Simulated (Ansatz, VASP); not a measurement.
SrVO3: VASP beside Ansatz

The input INCAR:

```
ALGO = Normal
EDIFF = 1E-6
ENCUT = 520
GGA = PE
ISIF = 2
ISMEAR = 0
ISPIN = 2
LASPH = T
LCHARG = F
LDAU = T
LDAUJ = 0 0 0
LDAUL = -1 2 -1
LDAUPRINT = 1
LDAUTYPE = 2
LDAUU = 0 3.25 0
LMAXMIX = 4
LORBIT = 11
LREAL = F
LWAVE = F
MAGMOM = 0 2 0 0 0
NBANDS = 32
NELM = 150
PREC = Accurate
SIGMA = 0.02
```

The input KPOINTS:

```
k-points
0
Gamma
  6 6 6
```

The input POSCAR:

```
SrVO3
1.0
    3.8400000000      0.0000000000      0.0000000000
    0.0000000000      3.8400000000      0.0000000000
    0.0000000000      0.0000000000      3.8400000000
Sr V O
1 1 3
Direct
    0.5000000000      0.5000000000      0.5000000000
    0.0000000000      0.0000000000      0.0000000000
    0.5000000000      0.0000000000      0.0000000000
    0.0000000000      0.5000000000      0.0000000000
    0.0000000000      0.0000000000      0.5000000000
```

Input for Ansatz:

```yaml
crystal:
  lattice:
    - [3.84, 0.0, 0.0]
    - [0.0, 3.84, 0.0]
    - [0.0, 0.0, 3.84]
  atoms:
    - { symbol: Sr, position: [0.5, 0.5, 0.5] }
    - { symbol: V, position: [0.0, 0.0, 0.0], spin: 2.0 }
    - { symbol: O, position: [0.5, 0.0, 0.0] }
    - { symbol: O, position: [0.0, 0.5, 0.0] }
    - { symbol: O, position: [0.0, 0.0, 0.5] }
magnetization:
  spin_polarized: true
hamiltonian:
  xc: pbe
  pseudopotentials: { kind: paw }
  hubbard: { sites: [{ species: V, l: d, u_eff: 3.25 }] }
basis:
  ecutwfc: 420
kpoints:
  mp_grid: { grid: [6, 6, 6] }
scf:
  occupations: { method: gaussian, width: 0.02 }
  lower_state_search: "off"
output:
  forces: true
  stress: true
  write_density: true
  write_potential: true
  elf: true
  volumetric_format: npy
```

Alike in both runs: task single point; functional PBE; k mesh 6 × 6 × 6; occupations gaussian, width 0.02 eV; collinear spin; Hubbard terms V d U = 3.25 eV.

|  | VASP | Ansatz |
| --- | --- | --- |
| version | VASP 6.6.1 | Ansatz 0.2.0 |
| potentials or method | VASP PAW PBE potentials, release 64 (Sr_sv, V_sv, O), cutoff 520 eV | PAW, plane waves, scalar-relativistic |
| valence electrons in the cell | 41 | 41 |

```tsv
	VASP	Ansatz	Ansatz less VASP
pressure (GPa)	8.5	6.1	-2.40
net moment per atom (μB)	0.20	0.20	0.000
size of the moment on the site where the two differ most (μB)	1.10	0.93	-0.178
```

Site moments also hang on the region over which each program counts them. The programs project onto different local orbitals, so the same U acts differently, and such runs can settle in different states. Ansatz's warnings: filled band counts differ across k points.
